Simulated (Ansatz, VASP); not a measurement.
Two plane-wave programs on SnPt2Se3

```
Sn Pt Se
1.0
     4.51080    0.00000    0.00000
    -2.25540    3.90646    0.00000
     0.00000    0.00000    8.38197
Sn Pt Se
1 2 3
Direct
  0.00000 0.00000 0.10502
  0.33333 0.66667 0.31137
  0.66667 0.33333 0.31137
  0.33333 0.66667 0.83176
  0.66667 0.33333 0.83176
  0.00000 0.00000 0.44182
```

Alike in both runs: functional PBE; k mesh 6 × 6 × 2; occupations gaussian, width 0.1 eV; no spin polarisation.

Ansatz relaxed the structure, and its values are those at the end. VASP's run is a single point on that final structure, the one shown.

|  | VASP | Ansatz |
| --- | --- | --- |
| version | VASP 6.6.1 | Ansatz 0.2.0 |
| potentials or method | VASP PAW PBE potentials, release 64 (Sn_d, Pt, Se), cutoff 520 eV | scalar-relativistic, plane waves, PAW |
| valence electrons in the cell | 52 | 98 |

|  | VASP | Ansatz | Ansatz less VASP |
| --- | --- | --- | --- |
| gap on the k mesh at the Fermi level (eV) | none | none | - |
| pressure (GPa) | -0.1 | 0.0 | +0.11 |
| rms of the force components (eV/Å) | 0.004 | 0.002 | -0.0018 |

A gap of «none» marks a metal or a gap that the smearing closes. VASP's potentials hold 52 valence electrons a cell and Ansatz's 98, so a difference there can come from the potentials and not from the codes.

The k mesh is coarse, so the values compare programs but aren't converged. Neither program's run includes spin-orbit coupling.
